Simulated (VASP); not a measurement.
# TiSn2O6 (C2/m) in VASP: a series of runs, part 2 of 2

VASP 6.6.1.

## Step 3: Single point, PBE

This run uses another cell than the first one, of the same volume but with other edges.

INCAR reads:

```
SYSTEM = TiSn2O6
  PREC = Accurate
  ENCUT = 520
  EDIFF = 1E-6
  ISMEAR = 0
  SIGMA = 0.1
  LREAL = .False.
  LASPH = .True.
  NELM = 60
  ALGO = Normal
  ISIF = 2
  LWAVE = .False.
  LCHARG = .False.
  GGA = PE
  NBANDS = 48
```

KPOINTS reads:

```
Automatic mesh
0
Gamma
  6 6 4
  0 0 0
```

POSCAR reads:

```
TiSn2O6
1.0
    7.4693077000     -1.5679151000      0.0000000000
    7.4693077000      1.5679151000      0.0000000000
   -0.2312449000      0.0000000000      4.8219249000
Ti Sn O
1 2 6
Direct
    0.0000000000      0.0000000000      0.5000000000
    0.3444590000      0.3444590000      0.9750900000
    0.6555410000      0.6555410000      0.0249100000
    0.4411470000      0.4411470000      0.6742890000
    0.7739520000      0.7739520000      0.7850730000
    0.0927090000      0.0927090000      0.8062270000
    0.9072910000      0.9072910000      0.1937730000
    0.2260480000      0.2260480000      0.2149270000
    0.5588530000      0.5588530000      0.3257110000
```

Potentials or basis: VASP PAW PBE potentials, release 64 (Ti_sv, Sn_d, O).

Run with:

```bash
> cat potpaw_PBE.64/Ti_sv/POTCAR potpaw_PBE.64/Sn_d/POTCAR potpaw_PBE.64/O/POTCAR > POTCAR
> mpirun -np 1 vasp_std > vasp.out
```

OUTCAR:

```text
SYSTEM = TiSn2O6
   PREC = Accurate
   ENCUT = 520
   EDIFF = 1E-6
   ISMEAR = 0
   LREAL = .False.
   LASPH = .True.
   NELM = 60
   ISIF = 2
   GGA = PE

 ion  position               nearest neighbor table
   1  0.000  0.000  0.500-   6 1.98   7 1.98   9 2.00   9 2.00   4 2.00   4 2.00
   2  0.344  0.344  0.975-   5 2.08   5 2.08   7 2.09   7 2.09   4 2.10   8 2.16   3 3.25   3 3.25

   3  0.656  0.656  0.025-   8 2.08   8 2.08   6 2.09   6 2.09   9 2.10   5 2.16   2 3.25   2 3.25

   4  0.441  0.441  0.674-   1 2.00   1 2.00   2 2.10
   5  0.774  0.774  0.785-   2 2.08   2 2.08   3 2.16
   6  0.093  0.093  0.806-   1 1.98   3 2.09   3 2.09
   7  0.907  0.907  0.194-   1 1.98   2 2.09   2 2.09
   8  0.226  0.226  0.215-   3 2.08   3 2.08   2 2.16
   9  0.559  0.559  0.326-   1 2.00   1 2.00   3 2.10

  LATTYP: Found a base centered monoclinic cell.
 ALAT       =    14.9386154000
 B/A-ratio  =     0.2099143807
 C/A-ratio  =     0.3231535513
 COS(beta)  =    -0.0479019159

  Lattice vectors:

 A1 = (   7.4693077000,  -1.5679151000,   0.0000000000)
 A2 = (   7.4693077000,   1.5679151000,   0.0000000000)
 A3 = (  -0.2312449000,   0.0000000000,   4.8219249000)

Analysis of symmetry for initial positions (statically):
=====================================================================
 Subroutine PRICEL returns:
 Original cell was already a primitive cell.

 Routine SETGRP: Setting up the symmetry group for a
 base centered monoclinic supercell.

 Subroutine GETGRP returns: Found  4 space group operations
 (whereof  4 operations were pure point group operations)
 out of a pool of  4 trial point group operations.

The static configuration has the point symmetry C_2h.

Analysis of symmetry for dynamics (positions and initial velocities):
=====================================================================
 Subroutine PRICEL returns:
 Original cell was already a primitive cell.

 Routine SETGRP: Setting up the symmetry group for a
 base centered monoclinic supercell.

 Subroutine GETGRP returns: Found  4 space group operations
 (whereof  4 operations were pure point group operations)
 out of a pool of  4 trial point group operations.

The dynamic configuration has the point symmetry C_2h.

 Subroutine INISYM returns: Found  4 space group operations
 (whereof  4 operations are pure point group operations),
 and found     1 'primitive' translations

----------------------------------------------------------------------------------------

                                     Primitive cell

  volume of cell :     112.9414

  direct lattice vectors                    reciprocal lattice vectors
     7.469307700 -1.567915100  0.000000000     0.066940608 -0.318894818  0.003210269
     7.469307700  1.567915100  0.000000000     0.066940608  0.318894818  0.003210269
    -0.231244900  0.000000000  4.821924900     0.000000000  0.000000000  0.207386059

  length of vectors
     7.632097698  7.632097698  4.827466618     0.325860792  0.325860792  0.207386059

  position of ions in fractional coordinates (direct lattice)
     1.000000000  1.000000000  0.500000000
     0.344459000  0.344459000  0.975090000
     0.655541000  0.655541000  0.024910000
     0.441147000  0.441147000  0.674289000
     0.773952000  0.773952000  0.785073000
[... 69 lines left out ...]
 [... further k-points ...]
   k-points           NKPTS =     47   k-points in BZ     NKDIM =     47   number of bands    NBANDS=     48
   number of dos      NEDOS =    301   number of ions     NIONS =      9
   total plane-waves  NPLWV = 129600
   dimension x,y,z NGX =    60 NGY =   60 NGZ =   36
   dimension x,y,z NGXF=   120 NGYF=  120 NGZF=   72
   ions per type =               1   2   6
   NGX,Y,Z   is equivalent  to a cutoff of  13.07, 13.07, 12.40 a.u.
   NGXF,Y,Z  is equivalent  to a cutoff of  26.14, 26.14, 24.80 a.u.
 SYSTEM =  TiSn2O6
   PREC   = accura    normal or accurate (medium, high low for compatibility)
   ISTART =      0    job   : 0-new  1-cont  2-samecut
   ICHARG =      2    charge: 1-file 2-atom 10-const
   ISPIN  =      1    spin polarized calculation?
   LNONCOLLINEAR =      F non collinear calculations
   LSORBIT =      F    spin-orbit coupling
   LASPH  =      T    aspherical Exc in radial PAW
   ENCUT  =  520.0 eV  38.22 Ry    6.18 a.u.  14.19 14.19  8.98*2*pi/ulx,y,z
   NELM   =     60;   NELMIN=  2; NELMDL= -5     # of ELM steps
   EDIFF  = 0.1E-05   stopping-criterion for ELM
   LREAL  =      F    real-space projection
   EDIFFG = 0.1E-04   stopping-criterion for IOM
   NSW    =      0    number of steps for IOM
   IBRION =     -1    ionic relax: 0-MD 1-quasi-New 2-CG
   NFREE  =      0    steps in history (QN), initial steepest desc. (CG)
   ISIF   =      2    stress and relaxation
   ISYM   =      2    0-nonsym 1-usesym 2-fastsym
   POTIM  = 0.5000    time-step for ionic-motion
   TEBEG  =    0.0;   TEEND  =   0.0 temperature during run
   PSTRESS=    0.0 pullay stress
   NELECT =      76.0000    total number of electrons
   NUPDOWN=      -1.0000    fix difference up-down
   EMIN   =  10.00;   EMAX   =-10.00  energy-range for DOS
   EFERMI =   0.00;   METHOD = LEGACY
   ISMEAR =     0;   SIGMA  =   0.10  broadening in eV -4-tet -1-fermi 0-gaus
   EFERMI_NEDOS =   21; number of points for ismear=-14 and -15
   IALGO  =     38    algorithm
   IMIX   =      4    mixing-type and parameters
     AMIX     =   0.40;   BMIX     =  1.00
     AMIX_MAG =   1.60;   BMIX_MAG =  1.00
  volume/ion in A,a.u.               =      12.55        84.69
  Fermi-wavevector in a.u.,A,eV,Ry     =   1.434591  2.710985 28.001508  2.058053
  Thomas-Fermi vector in A             =   2.553983
   LORBIT       =      0    0 simple, 1 ext, 2 COOP (PROOUT), +10 PAW based schemes
   GGA     = PE    functional components
   LHFCALC =     F    Hartree Fock is set to
   AEXX    =    0.0000 exact exchange contribution
   IVDW    =     0    specifies the selected vdW correction
   LEPSILON=     F    determine dielectric tensor
   LRPA    =     F    only Hartree local field effects (RPA)
 non-spin polarized calculation
 Gauss-broadening in eV      SIGMA  =   0.10
  energy-cutoff  :      520.00
  volume of cell :      112.94
 maximum number of plane-waves:      3069
 NGX is ok and might be reduce to    60

 number of electron      76.0000006 magnetization

 Free energy of the ion-electron system (eV)
  ---------------------------------------------------
  ext. energy  EPLUGINS =         0.00000000
  ---------------------------------------------------
  free energy    TOTEN  =       -63.56776267 eV

  energy without entropy =      -63.56776267  energy(sigma->0) =      -63.56776267

 E-fermi :   5.0306     XC(G=0): -10.7041

 val. band max:        4.4617363779   @ k =   0.5000   0.5000   0.0000
 cond. band min:       6.3150025873   @ k =   0.0000   0.0000   0.0000
 fundamental gap:      1.8532662094
 Fermi energy:         5.0306383172

 k-point     1 :       0.0000    0.0000    0.0000
  band No.  band energies     occupation
      1     -52.5068      2.00000
      2     -28.7486      2.00000
      3     -28.6643      2.00000
      4     -28.6229      2.00000
      5     -16.2887      2.00000
      6     -15.9666      2.00000
[... 1213 lines left out ...]
     47      13.3553      0.00000
     48      14.0601      0.00000

 [... further k-points ...]

------------------------ aborting loop because EDIFF is reached ----------------------------------------

  FORCE on cell =-STRESS in cart. coord.  units (eV):
  Direction    XX          YY          ZZ          XY          YZ          ZX
  --------------------------------------------------------------------------------------
  -------------------------------------------------------------------------------------
  Total        0.4123989      0.5746648      0.3093198      0.0000000      0.0000000      0.0211955
  in kB        5.8502542      8.1521434      4.3879827      0.0000000      0.0000000      0.3006773
  external PRESSURE =       6.1301268 kB  Pullay stress =       0.0000000 kB

 VOLUME and BASIS-vectors are now :
 -----------------------------------------------------------------------------
  energy-cutoff  :      520.00
  volume of cell :      112.94
      direct lattice vectors                 reciprocal lattice vectors
     7.469307700 -1.567915100  0.000000000     0.066940608 -0.318894818  0.003210269
     7.469307700  1.567915100  0.000000000     0.066940608  0.318894818  0.003210269
    -0.231244900  0.000000000  4.821924900     0.000000000  0.000000000  0.207386059

 POSITION                                       TOTAL-FORCE (eV/Angst)
 -----------------------------------------------------------------------------------
     -0.11562      0.00000      2.41096         0.000000      0.000000      0.000000
      4.92026      0.00000      4.70181         0.009020      0.000000      0.001640
      9.78711      0.00000      0.12011        -0.009020      0.000000     -0.001640
      6.43420      0.00000      3.25137        -0.003417      0.000000      0.006906
     11.38023      0.00000      3.78556        -0.016035      0.000000     -0.054791
      1.19851      0.00000      3.88757        -0.013065      0.000000     -0.011501
     13.50886      0.00000      0.93436         0.013065      0.000000      0.011501
      3.32714      0.00000      1.03636         0.016035      0.000000      0.054791
      8.27317      0.00000      1.57055         0.003417      0.000000     -0.006906
 -----------------------------------------------------------------------------------
    total drift:                                0.000000      0.000000      0.000000

  FREE ENERGIE OF THE ION-ELECTRON SYSTEM (eV)
  ---------------------------------------------------
  free  energy   TOTEN  =       -63.5677626725 eV

  energy  without entropy=      -63.5677626725  energy(sigma->0) =      -63.56776267
```

It took 8.7 min on 1 thread of Oxide Virtual Turin-like, shared host; peak memory 0.44 GiB.

Results:

* Free energy: -63.5678 eV
* Pressure: 0.6 GPa
* Largest force: 0.057 eV/Å
* Band gap on the k mesh: 1.85 eV (least direct gap 1.97 eV)

Forces on the atoms (eV/Å):
```
Ti   0.000  0.000  0.000
Sn   0.009  0.000  0.002
Sn  -0.009  0.000 -0.002
O   -0.003  0.000  0.007
O   -0.016  0.000 -0.055
O   -0.013  0.000 -0.012
O    0.013  0.000  0.012
O    0.016  0.000  0.055
O    0.003  0.000 -0.007
```

Levels at points of the mesh, in eV from the valence-band top:
```
           k point  band 34  band 35  band 36  band 37  band 38  band 39  band 40  band 41  band 42  band 43
(0.00, 0.00, 0.00)    -0.78    -0.68    -0.59    -0.16    -0.12     1.85     2.84     3.09     3.28     4.94
(0.50, 0.00, 0.00)    -1.29    -1.19    -1.00    -0.84    -0.71     2.65     2.83     3.27     4.72     5.22
(0.50, 0.50, 0.00)    -0.89    -0.77    -0.58    -0.55     0.00     2.15     2.82     3.27     3.63     4.50
(0.00, 0.00, 0.50)    -0.89    -0.87    -0.85    -0.71    -0.62     2.35     2.83     3.36     3.89     4.00
(0.50, 0.00, 0.50)    -1.11    -0.85    -0.74    -0.62    -0.53     2.64     2.72     2.95     4.70     5.25
(0.50, 0.50, 0.50)    -1.27    -1.27    -0.71    -0.62    -0.58     2.31     2.86     2.99     3.45     5.01
```

Caveat: spin-orbit coupling is left out, which moves the levels of the heavy elements.
